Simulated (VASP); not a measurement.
# Sr (Fm-3m) in VASP: a series of runs, part 2 of 2

VASP 6.6.1.

### 4 Electric field gradients, LDA (volume scaled by 0.99)

INCAR

```
SYSTEM = Sr
  ALGO = Normal
  EDIFF = 1E-8
  ENCUT = 520
  ISIF = 2
  ISMEAR = -1
  LASPH = .True.
  LCHARG = .False.
  LEFG = .True.
  LREAL = .False.
  LWAVE = .False.
  NBANDS = 11
  NELM = 80
  PREC = Accurate
  SIGMA = 0.08
```

KPOINTS

```
k-points
0
Gamma
  10 10 10
  0 0 0
```

POSCAR

```
Sr
1.0
    0.0000000000      3.0321748404      3.0321748404
    3.0321748404      0.0000000000      3.0321748404
    3.0321748404      3.0321748404      0.0000000000
Sr
1
Direct
    0.0000000000      0.0000000000      0.0000000000
```

Potentials or basis: VASP PAW LDA potentials, release 64 (Sr_sv).

The run is started by

```bash
$ cat potpaw_LDA.64/Sr_sv/POTCAR > POTCAR
$ mpirun -np 1 vasp_std > vasp.out
```

OUTCAR:

```text
SYSTEM = Sr
   EDIFF = 1E-8
   ENCUT = 520
   ISIF = 2
   ISMEAR = -1
   LASPH = .True.
   LREAL = .False.
   NELM = 80
   PREC = Accurate

 ion  position               nearest neighbor table
   1  0.000  0.000  0.000-

  LATTYP: Found a face centered cubic cell.
 ALAT       =     6.0643496808

  Lattice vectors:

 A1 = (   0.0000000000,   3.0321748404,   3.0321748404)
 A2 = (   3.0321748404,   0.0000000000,   3.0321748404)
 A3 = (   3.0321748404,   3.0321748404,   0.0000000000)

Analysis of symmetry for initial positions (statically):
=====================================================================
 Subroutine PRICEL returns:
 Original cell was already a primitive cell.

 Routine SETGRP: Setting up the symmetry group for a
 face centered cubic supercell.

 Subroutine GETGRP returns: Found 48 space group operations
 (whereof 48 operations were pure point group operations)
 out of a pool of 48 trial point group operations.

The static configuration has the point symmetry O_h .

Analysis of symmetry for dynamics (positions and initial velocities):
=====================================================================
 Subroutine PRICEL returns:
 Original cell was already a primitive cell.

 Routine SETGRP: Setting up the symmetry group for a
 face centered cubic supercell.

 Subroutine GETGRP returns: Found 48 space group operations
 (whereof 48 operations were pure point group operations)
 out of a pool of 48 trial point group operations.

The dynamic configuration has the point symmetry O_h .

 Subroutine INISYM returns: Found 48 space group operations
[... 149 lines left out ...]
 k-point     1 :       0.0000    0.0000    0.0000
  band No.  band energies     occupation
      1     -35.1134      2.00000
      2     -17.0989      2.00000
      3     -17.0989      2.00000
      4     -17.0989      2.00000
      5      -2.2666      2.00000
      6       3.5972      0.00000
      7       3.5972      0.00000
      8       3.5972      0.00000
      9       5.0267      0.00000
     10       5.0267      0.00000
     11       8.5076      0.00000
[... 309 lines left out ...]
 k-point    24 :       0.4000    0.3000    0.0000
  band No.  band energies     occupation
      1     -35.0990      2.00000
      2     -17.2450      2.00000
      3     -17.1588      2.00000
      4     -17.1528      2.00000
      5      -0.0001      2.00000
      6       1.9528      0.00154
      7       2.6723      0.00000
      8       4.7322      0.00000
      9       5.0796      0.00000
     10       5.9623      0.00000
     11       7.5724      0.00000

 [... further k-points ...]
[... 5 lines left out ...]
  --------------------------------------------------------------------------------------
  -------------------------------------------------------------------------------------
  Total       -0.5142112     -0.5142112     -0.5142112      0.0000000     -0.0000000     -0.0000000
  in kB      -14.7760866    -14.7760866    -14.7760866      0.0000000     -0.0000000     -0.0000000
  external PRESSURE =     -14.7760866 kB  Pullay stress =       0.0000000 kB

 VOLUME and BASIS-vectors are now :
 -----------------------------------------------------------------------------
  energy-cutoff  :      520.00
  volume of cell :       55.76
      direct lattice vectors                 reciprocal lattice vectors
     0.000000000  3.032174840  3.032174840    -0.164898143  0.164898143  0.164898143
     3.032174840  0.000000000  3.032174840     0.164898143 -0.164898143  0.164898143
     3.032174840  3.032174840  0.000000000     0.164898143  0.164898143 -0.164898143

 POSITION                                       TOTAL-FORCE (eV/Angst)
 -----------------------------------------------------------------------------------
      0.00000      0.00000      0.00000        -0.000000      0.000000      0.000000
 -----------------------------------------------------------------------------------
    total drift:                                0.000000      0.000000      0.000000

  FREE ENERGIE OF THE ION-ELECTRON SYSTEM (eV)
  ---------------------------------------------------
  free  energy   TOTEN  =        -1.8733593372 eV

  energy  without entropy=       -1.8455180004  energy(sigma->0) =       -1.85943867

 Electric field gradients (V/A^2)
---------------------------------------------------------------------
 ion       V_xx      V_yy      V_zz      V_xy      V_xz      V_yz
---------------------------------------------------------------------
   1       0.000     0.000    -0.000    -0.000    -0.000    -0.000
---------------------------------------------------------------------

 Electric field gradients after diagonalization (V/A^2)
 (convention: |V_zz| > |V_xx| > |V_yy|)
----------------------------------------------------------------------
 ion       V_xx      V_yy      V_zz     asymmetry (V_yy - V_xx)/ V_zz
----------------------------------------------------------------------
   1       0.000     0.000    -0.000       0.000
----------------------------------------------------------------------

           NMR quadrupolar parameters

 Cq : quadrupolar parameter    Cq=e*Q*V_zz/h
 eta: asymmetry parameters     (V_yy - V_xx)/ V_zz
 Q  : nuclear electric quadrupole moment in mb (millibarn)
----------------------------------------------------------------------
 ion       Cq(MHz)       eta       Q (mb)
----------------------------------------------------------------------
   1      -0.000       0.000       1.000
----------------------------------------------------------------------
```

Run time: 10 s. Hardware: 1 thread of Intel Xeon Platinum 8488C (Sapphire Rapids), shared host; peak memory 0.16 GiB.

Results:

```
Free energy            : -1.8734 eV
Pressure               : -1.5 GPa
Band gap on the k mesh : zero (band 5 reaches 1.43 eV, above the bottom of band 6 at 1.39 eV)
```

Levels at points of the mesh, in eV from the Fermi level:
| k point | band 3 | band 4 | band 5 | band 6 | band 7 | band 8 |
| --- | --- | --- | --- | --- | --- | --- |
| (0.00, 0.00, 0.00) | -18.48 | -18.48 | -3.65 | 2.22 | 2.22 | 2.22 |
| (0.50, 0.00, 0.00) | -18.50 | -18.50 | -1.17 | 0.11 | 2.08 | 2.08 |
| (0.50, 0.50, 0.00) | -18.55 | -18.55 | -0.65 | 0.29 | 1.06 | 4.68 |

Caveat: without QUAD_EFG the Cq values of the log hold for a quadrupole moment of 1 mb, not for the nuclei.
